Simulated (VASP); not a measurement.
# Al2Ga3Sb3 (R-3m) in VASP: a series of runs, part 2 of 2

VASP 6.6.1. The steps go on from the part before.

### 3 Relaxation of cell and atoms, PBE

This run uses another cell than the first one, of 24.86 Å³/atom.

File INCAR:

```
PREC = Accurate ; ENCUT = 600
EDIFF = 1E-7 ; ISMEAR = 0
SIGMA = 0.2 ; LREAL = F
LASPH = T ; NELM = 100
ALGO = Normal ; ISIF = 3
LWAVE = F ; LCHARG = F
GGA = PE ; IBRION = 2
NSW = 36 ; EDIFFG = -0.08
```

File KPOINTS:

```
Automatic mesh
0
Gamma
  3 3 3
```

File POSCAR:

```
Al2Ga3Sb3
1.0
    3.2227733400      1.8606690600      5.5277623900
   -3.2227733400      1.8606690600      5.5277623900
    0.0000000000     -3.7213381200      5.5277623900
Al Ga Sb
2 3 3
Direct
    0.0894907200      0.0894907200      0.0894907200
    0.9105092800      0.9105092800      0.9105092800
    0.5000000000      0.5000000000      0.0000000000
    0.0000000000      0.5000000000      0.5000000000
    0.5000000000      0.0000000000      0.5000000000
    0.0000000000      0.0000000000      0.5000000000
    0.5000000000      0.0000000000      0.0000000000
    0.0000000000      0.5000000000      0.0000000000
```

Potentials or basis: VASP PAW PBE potentials, release 64 (Al, Ga_d, Sb).

Started as:

```sh
cat potpaw_PBE.64/Al/POTCAR potpaw_PBE.64/Ga_d/POTCAR potpaw_PBE.64/Sb/POTCAR > POTCAR
mpirun -np 1 vasp_std > vasp.out
```

OUTCAR:

```text
PREC = Accurate
   ENCUT = 600
   EDIFF = 1E-7
   ISMEAR = 0
   LREAL = F
   LASPH = T
   NELM = 100
   ISIF = 3
   GGA = PE
   IBRION = 2
   NSW = 36
   EDIFFG = -0.08

 ion  position               nearest neighbor table
   1  0.089  0.089  0.089-   7 2.26   8 2.26   6 2.26   2 2.97
   2  0.911  0.911  0.911-   7 2.26   8 2.26   6 2.26   1 2.97
   3  0.500  0.500  0.000-   7 3.33   8 3.33   7 3.33   8 3.33
   4  0.000  0.500  0.500-   6 3.33   6 3.33   8 3.33   8 3.33
   5  0.500  0.000  0.500-   6 3.33   6 3.33   7 3.33   7 3.33
   6  0.000  0.000  0.500-   1 2.26   2 2.26   7 3.22   8 3.22   8 3.22   7 3.22   4 3.33   4 3.33
                             5 3.33   5 3.33
   7  0.500  0.000  0.000-   1 2.26   2 2.26   8 3.22   8 3.22   6 3.22   6 3.22   3 3.33   3 3.33
                             5 3.33   5 3.33
   8  0.000  0.500  0.000-   1 2.26   2 2.26   7 3.22   7 3.22   6 3.22   6 3.22   3 3.33   3 3.33
                             4 3.33   4 3.33
[... 188 lines left out ...]
  Total       25.5000212     25.5000213     16.2503055      0.0000000     -0.0000000     -0.0000000
  in kB      205.4242020    205.4242030    130.9099317      0.0000000     -0.0000000     -0.0000000
  external PRESSURE =     180.5861122 kB  Pullay stress =       0.0000000 kB
[... 351 lines left out ...]
     35      11.4420      0.00000
     36      11.6004      0.00000

[... ionic steps 4 to 22 ...]

--------------------------------------- Ionic step       23  -------------------------------------------

 number of electron      60.0000002 magnetization

 E-fermi :   4.9423     XC(G=0):  -9.1215
[... 320 lines left out ...]
--------------------------------------- Ionic step       25  -------------------------------------------

 number of electron      59.9999994 magnetization

 Free energy of the ion-electron system (eV)
  ---------------------------------------------------
  ext. energy  EPLUGINS =         0.00000000
  ---------------------------------------------------
  free energy    TOTEN  =       -26.37385347 eV

  energy without entropy =      -26.30702968  energy(sigma->0) =      -26.34044158

 E-fermi :   4.8525     XC(G=0):  -9.0834

 val. band max:        4.7433552130   @ k =  -0.3333   0.3333   0.0000
 cond. band min:       4.9493490974   @ k =   0.3333   0.3333   0.3333
 fundamental gap:      0.2059938844
 Fermi energy:         4.8524931064
[... 267 lines left out ...]
  FREE ENERGIE OF THE ION-ELECTRON SYSTEM (eV)
  ---------------------------------------------------
  free  energy   TOTEN  =       -26.3738534738 eV

  energy  without entropy=      -26.3070296790  energy(sigma->0) =      -26.34044158

 reached required accuracy - stopping structural energy minimisation
```

CONTCAR:

```text
Al2Ga3Sb3
   1.00000000000000
     3.0471830306895589    1.7592919464885102    6.9188479790609563
    -3.0471830306895589    1.7592919464885102    6.9188479790609563
     0.0000000000000000   -3.5185838929770203    6.9188479790609563
  Al              Ga              Sb
     2     3     3
Direct
     0.0582119117518305    0.0582119117518305    0.0582119117518305
     0.9417880882481695    0.9417880882481695    0.9417880882481695
     0.5000000000000000    0.5000000000000000    0.0000000000000000
     0.0000000000000000    0.5000000000000000    0.5000000000000000
     0.5000000000000000    0.0000000000000000    0.5000000000000000
     0.0000000000000000    0.0000000000000000    0.5000000000000000
     0.5000000000000000    0.0000000000000000    0.0000000000000000
     0.0000000000000000    0.5000000000000000    0.0000000000000000

  0.00000000E+00  0.00000000E+00  0.00000000E+00
  0.00000000E+00  0.00000000E+00  0.00000000E+00
  0.00000000E+00  0.00000000E+00  0.00000000E+00
  0.00000000E+00  0.00000000E+00  0.00000000E+00
  0.00000000E+00  0.00000000E+00  0.00000000E+00
  0.00000000E+00  0.00000000E+00  0.00000000E+00
  0.00000000E+00  0.00000000E+00  0.00000000E+00
  0.00000000E+00  0.00000000E+00  0.00000000E+00
```

Wall time 39 min (1 thread of Intel Xeon Platinum 8259CL at 2.50GHz (Skylake/Cascade Lake), shared host); peak memory 0.45 GiB.

Results:

```yaml
Free_energy: -26.3739 eV
Relaxed_volume: 27.82 Å³/atom
Relaxed_cell: a = 7.762 Å, b = 7.762 Å, c = 7.762 Å, α = 46.23°, β = 46.23°, γ = 46.23°
Space_group_after_relaxing_to_0.1_Å: R-3m (No. 166)
Pressure_after_relaxing: -0.1 GPa
Largest_force_after_relaxing: 0.070 eV/Å
Band_gap_on_the_k_mesh: zero (bands 30 and 31 overlap by 1.42 eV)
```

Forces in eV/Å, atoms in the order of the input:
```
Al   0.000  0.000 -0.070
Al   0.000  0.000  0.070
Ga   0.000  0.000  0.000
Ga   0.000  0.000  0.000
Ga   0.000  0.000  0.000
Sb   0.000  0.000  0.000
Sb   0.000  0.000  0.000
Sb   0.000  0.000  0.000
```

Final structure:
```
Al Ga Sb
1.0
     3.04718    1.75929    6.91885
    -3.04718    1.75929    6.91885
     0.00000   -3.51858    6.91885
Al Ga Sb
2 3 3
Cartesian
  0.0000 0.0000 1.2083
  0.0000 0.0000 19.5483
  0.0000 1.7593 6.9188
  -1.5236 -0.8796 6.9188
  1.5236 -0.8796 6.9188
  0.0000 -1.7593 3.4594
  1.5236 0.8796 3.4594
  -1.5236 0.8796 3.4594
```

Caveat: the k points lie up to 0.41 Å⁻¹ apart in the final cell, too coarse for converged energies and pressures of a metal; a cell axis changed by over 15 % at a fixed basis, so the end point is rough; spin-orbit coupling is left out, which moves the levels of the heavy elements; the relaxation stopped at a loose force limit of 0.08 eV/Å, so its end isn't a converged minimum.
